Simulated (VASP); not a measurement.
A run of VASP 6.6.1 is set up as follows.

POSCAR

```
Ge
1.0
    4.1155181624      0.0000000000      0.0000000000
   -2.0577590812      3.5641432784      0.0000000000
    0.0000000000      0.0000000000      6.4046296298
Ge
4
Direct
    0.6666666667      0.3333333333      0.0629814339
    0.3333333333      0.6666666667      0.5629814339
    0.6666666667      0.3333333333      0.4370185661
    0.3333333333      0.6666666667      0.9370185661
```

File INCAR.step1:

```
ALGO = Normal ; EDIFF = 1E-4
ENCUT = 520 ; GGA = PE
ISMEAR = 0 ; LASPH = True
LCHARG = False ; LREAL = False
LWAVE = True ; NBANDS = 36
NELM = 80 ; PREC = Accurate
SIGMA = 0.03
```

Contents of INCAR.step2:

```
ALGO = Normal ; EDIFF = 1E-7
ENCUT = 520 ; ISIF = 2
ISMEAR = 0 ; ISTART = 1
LASPH = True ; LCHARG = False
LMIXTAU = True ; LREAL = False
LWAVE = False ; METAGGA = R2SCAN
NBANDS = 36 ; NELM = 80
PREC = Accurate ; SIGMA = 0.03
```

File KPOINTS:

```
k-points
0
Gamma
  12 12 6
```

Potentials or basis: VASP PAW PBE potentials, release 64 (Ge_d).

Launch:

```bash
$ cat potpaw_PBE.64/Ge_d/POTCAR > POTCAR
$ cp INCAR.step1 INCAR
$ mpirun -np 1 vasp_std > vasp.out
$ cp INCAR.step2 INCAR
$ mpirun -np 1 vasp_std > vasp.out
```

(1) Predict the pressure.

(2) Estimate the largest force.

(3) Estimate the band gap on the k mesh.

Results:

(1) -1.3 GPa.

(2) 0.600 eV/Å.

(3) zero (band 28 reaches 4.64 eV, above the bottom of band 29 at 4.42 eV).

Caveat: the cell differs from its parent crystal (strain +0.030 along x and y, -0.030 along z); the PAW data sets were made with another functional, which shifts forces and pressure a little.
